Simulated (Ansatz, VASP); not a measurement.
Two plane-wave programs on Yb3BP3

INCAR

```
SYSTEM = Yb3BP3
PREC     = Accurate       ! precision mode
ENCUT    = 520            ! plane-wave cutoff, eV
EDIFF    = 1E-6           ! SCF threshold, eV
ISMEAR   = 0              ! smearing method
SIGMA    = 0.1            ! smearing width, eV
LREAL    = .False.        ! projectors in reciprocal space
LASPH    = .True.         ! aspherical terms in the spheres
NELM     = 150            ! most SCF steps
ALGO     = Normal         ! electronic algorithm
ISIF     = 2              ! what is computed and relaxed
LWAVE    = .False.        ! write WAVECAR
LCHARG   = .False.        ! write CHGCAR
ISPIN    = 2              ! spin polarisation
MAGMOM   = 1 1 1 0 0 0 0  ! initial moments
LORBIT   = 11             ! projections on sites
LMAXMIX  = 6              ! l up to which the mixer works
GGA      = PE             ! functional
NBANDS   = 58             ! bands
```

Contents of KPOINTS:

```
regular mesh
0
Gamma
  4 4 4
  0 0 0
```

Contents of POSCAR:

```
Yb3BP3
1.0
    5.4487901162      0.0000000000      0.0000000000
    0.0000000000      5.4487901162      0.0000000000
    0.0000000000      0.0000000000      5.4487901162
Yb B P
3 1 3
Direct
    0.5000000000      0.5000000000      0.0000000000
    0.0000000000      0.5000000000      0.5000000000
    0.5000000000      0.0000000000      0.5000000000
    0.5000000000      0.5000000000      0.5000000000
    0.5000000000      0.0000000000      0.0000000000
    0.0000000000      0.5000000000      0.0000000000
    0.0000000000      0.0000000000      0.5000000000
```

Input for Ansatz:

```yaml
crystal:
  lattice:
    - [5.4487901162, 0.0, 0.0]
    - [0.0, 5.4487901162, 0.0]
    - [0.0, 0.0, 5.4487901162]
  atoms:
    - { symbol: Yb, position: [0.5, 0.5, 0.0], spin: 1.0 }
    - { symbol: Yb, position: [0.0, 0.5, 0.5], spin: 1.0 }
    - { symbol: Yb, position: [0.5, 0.0, 0.5], spin: 1.0 }
    - { symbol: B, position: [0.5, 0.5, 0.5] }
    - { symbol: P, position: [0.5, 0.0, 0.0] }
    - { symbol: P, position: [0.0, 0.5, 0.0] }
    - { symbol: P, position: [0.0, 0.0, 0.5] }
basis:
  ecutwfc: 420
kpoints:
  mp_grid: { grid: [4, 4, 4] }
hamiltonian:
  xc: pbe
scf:
  occupations: { method: gaussian, width: 0.1 }
  lower_state_search: "off"
output:
  forces: true
  stress: true
  eigenvalues: true
  populations: true
magnetization:
  spin_polarized: true
```

Change from the starting cell: species swapped into the Ce3GaBr3 type (Pm-3m, No. 221).

Alike in both runs: task single point; functional PBE; k mesh 4 × 4 × 4; occupations gaussian, width 0.1 eV; collinear spin.

|  | VASP | Ansatz |
| --- | --- | --- |
| version | VASP 6.6.1 | Ansatz 0.2.0 |
| potentials or method | VASP PAW PBE potentials, release 64 (Yb, B, P), cutoff 520 eV | scalar-relativistic, plane waves, PAW |
| valence electrons in the cell | 90 | 90 |

VASP gave:

| Quantity | Value |
| --- | --- |
| gap on the k mesh at the Fermi level (eV) | none |
| pressure (GPa) | -0.1 |
| net moment per atom (μB) | 0.02 |
| size of the moment on the site where the two differ most (μB) | 0.04 |

Q: What did Ansatz give for the same quantities?

A: gap on the k mesh at the Fermi level (eV): none; pressure (GPa): -0.1; net moment per atom (μB): 0.00; size of the moment on the site where the two differ most (μB): 0.00.

Site moments also hang on the region over which each program counts them. A gap of «none» marks a metal or a gap that the smearing closes. Ansatz's warnings: seeded moment not kept.

Spin-orbit coupling is off throughout.
